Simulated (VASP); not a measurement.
Wanted: the native input for a VASP 6.6.1 run.

| Item | Value |
| --- | --- |
| Task | single point |
| Functional | PBE |
| Potentials or basis | VASP PAW PBE potentials, release 64 (Os_sv_GW, C) |
| Cutoff | 700 eV |
| k mesh | 6 × 6 × 4 |
| Occupations | gaussian, width 0.1 eV |
| Spin | no spin polarisation |
| Dipole correction | no |
| Further INCAR settings | ALGO = Normal; EDIFF = 1e-06; NBANDS = 30 |

The structure of Os2C3 lies in POSCAR:

```
Os2C3
1.0
    3.3075128704      0.0000000000      0.0000000000
   -1.6537564352      2.8643901691      0.0000000000
    0.0000000000      0.0000000000      5.5248605708
Os C
2 3
Direct
    0.3333333333      0.6666666667      0.2592642673
    0.6666666667      0.3333333333      0.7407357327
    0.0000000000      0.0000000000      0.0000000000
    0.3333333333      0.6666666667      0.6324292397
    0.6666666667      0.3333333333      0.3675707603
```

One way to write it, as run:

INCAR

```
ALGO = Normal ; EDIFF = 1E-6
ENCUT = 700 ; GGA = PE
GGA_COMPAT = F ; ISIF = 2
ISMEAR = 0 ; LASPH = T
LCHARG = F ; LREAL = F
LWAVE = F ; NBANDS = 30
NELM = 120 ; PREC = Accurate
SIGMA = 0.1
```

KPOINTS

```
k-points
0
Gamma
  6 6 4
```

Potentials or basis: VASP PAW PBE potentials, release 64 (Os_sv_GW, C).

Command:

```console
$ cat potpaw_PBE.64/Os_sv_GW/POTCAR potpaw_PBE.64/C/POTCAR > POTCAR
$ mpirun -np 1 vasp_std > vasp.out
```

Results of the run:

```
Pressure               : 0.0 GPa
Largest force          : 0.032 eV/Å
Band gap on the k mesh : zero (bands 22 and 23 overlap by 1.04 eV)
```

Caveat: the k points lie up to 0.37 Å⁻¹ apart, too coarse for converged energies and pressures of a metal; spin-orbit coupling is left out, which moves the levels of the heavy elements.

It took 44 s on 1 thread of Intel(R) Xeon(R) Platinum 8488C (Sapphire Rapids), with other jobs on the host, peak memory 0.23 GiB.
